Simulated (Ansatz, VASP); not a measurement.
## Two plane-wave programs on Mo

File INCAR:

```
PREC = Accurate
ENCUT = 600
EDIFF = 1E-7
ISMEAR = -1
SIGMA = 0.05
LREAL = F
LASPH = T
NELM = 80
ALGO = Fast
ISIF = 3
LWAVE = F
LCHARG = F
GGA = PE
IVDW = 13
IBRION = 2
NSW = 60
EDIFFG = -0.01
```

The input KPOINTS:

```
Automatic mesh
0
Gamma
  12 12 12
```

File POSCAR:

```
Mo
1.0
   -1.5838089719      1.5838089719      1.5838089719
    1.5838089719     -1.5838089719      1.5838089719
    1.5838089719      1.5838089719     -1.5838089719
Mo
1
Direct
    0.0000000000      0.0000000000      0.0000000000
```

The input input.yaml:

```yaml
crystal:
  lattice:
    - [-1.5838089719, 1.5838089719, 1.5838089719]
    - [1.5838089719, -1.5838089719, 1.5838089719]
    - [1.5838089719, 1.5838089719, -1.5838089719]
  atoms:
    - { symbol: Mo, position: [0.0, 0.0, 0.0] }
hamiltonian:
  xc: pbe
  pseudopotentials: { kind: paw }
  dispersion: d4
kpoints:
  mp_grid: { grid: [12, 12, 12] }
scf:
  occupations: { method: fermi_dirac, width: 0.05 }
output:
  forces: true
  stress: true
  eigenvalues: true
relax:
  f_tol: 0.01
  max_steps: 40
  cell: { stress_tol: 0.05 }
```

Alike in both runs: task relaxation of cell and atoms; functional PBE; dispersion D4; k mesh 12 × 12 × 12; occupations fermi-dirac, width 0.05 eV; no spin polarisation.

|  | VASP | Ansatz |
| --- | --- | --- |
| version | VASP 6.6.1 | Ansatz 0.2.0 |
| potentials or method | VASP PAW PBE potentials, release 64 (Mo_sv) | Ansatz PAW |
| plane-wave cutoff (eV) | 600 | 420 |
| valence electrons in the cell | 14 | 14 |

|  | VASP | Ansatz | Ansatz less VASP |
| --- | --- | --- | --- |
| gap on the k mesh at the Fermi level, each at its own relaxed structure (eV) | none | none | - |
| relaxed volume (Å³/atom) | 15.46 | 15.43 | -0.029 |
| relaxed cell length with the largest relative difference (Å) | 2.718 | 2.717 | -0.0017 |

A gap of «none» marks a metal or a gap that the smearing closes.

Noted on Ansatz's run: the plane-wave basis is chosen anew once the cell has moved, so the energies of steps on either side of that aren't comparable.
